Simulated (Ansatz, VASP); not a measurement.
**Two plane-wave programs on PtSe2**

File INCAR:

```
SYSTEM = PtSe2
PREC = Accurate
ENCUT = 600
EDIFF = 1E-6
ISMEAR = -1
SIGMA = 0.1
LREAL = .FALSE.
LASPH = .TRUE.
NELM = 100
ALGO = Normal
ISIF = 3
LWAVE = .FALSE.
LCHARG = .FALSE.
GGA = PE
IVDW = 13
IBRION = 2
NSW = 60
EDIFFG = -0.01
```

Contents of KPOINTS:

```
Automatic mesh
0
G
  10 10 7
  0 0 0
```

File POSCAR:

```
PtSe2
1.0
    3.7240000000      0.0000000000      0.0000000000
   -1.8620000000      3.2250786000      0.0000000000
    0.0000000000      0.0000000000      5.0620000000
Pt Se
1 2
Direct
    0.0000000000      0.0000000000      0.0000000000
    0.3333333300      0.6666666700      0.2500000000
    0.6666666700      0.3333333300      0.7500000000
```

Input for Ansatz:

```yaml
crystal:
  lattice:
    - [3.724, 0.0, 0.0]
    - [-1.862, 3.2250786, 0.0]
    - [0.0, 0.0, 5.062]
  atoms:
    - { symbol: Pt, position: [0.0, 0.0, 0.0] }
    - { symbol: Se, position: [0.33333333, 0.66666667, 0.25] }
    - { symbol: Se, position: [0.66666667, 0.33333333, 0.75] }
kpoints:
  mp_grid:
    grid: [10, 10, 7]
    shift: [0.0, 0.0, 0.0]
hamiltonian:
  xc: pbe
  dispersion: d4
scf:
  occupations:
    method: fermi_dirac
relax:
  max_steps: 40
  cell: {}
```

Alike in both runs: task relaxation of cell and atoms; functional PBE; dispersion D4; k mesh 10 × 10 × 7; no spin polarisation.

```csv
,VASP,Ansatz
version,VASP 6.6.1,Ansatz 0.2.0
potentials or method,"VASP PAW PBE potentials, release 64 (Pt, Se)","plane waves, PAW"
plane-wave cutoff (eV),600,420
occupations,"fermi-dirac, width 0.1 eV",fermi-dirac
valence electrons in the cell,22,50
```

Ansatz gave:

| Item | Value |
| --- | --- |
| relaxed volume (Å³/atom) | 19.81 |
| relaxed cell length with the largest relative difference (Å) | 4.821 |

What did VASP give for the same quantities?

Relaxed volume (Å³/atom): 19.79; relaxed cell length with the largest relative difference (Å): 4.814.

VASP's potentials hold 22 valence electrons a cell and Ansatz's 50, so a difference there can come from the potentials and not from the codes.

Spin-orbit coupling is off throughout.
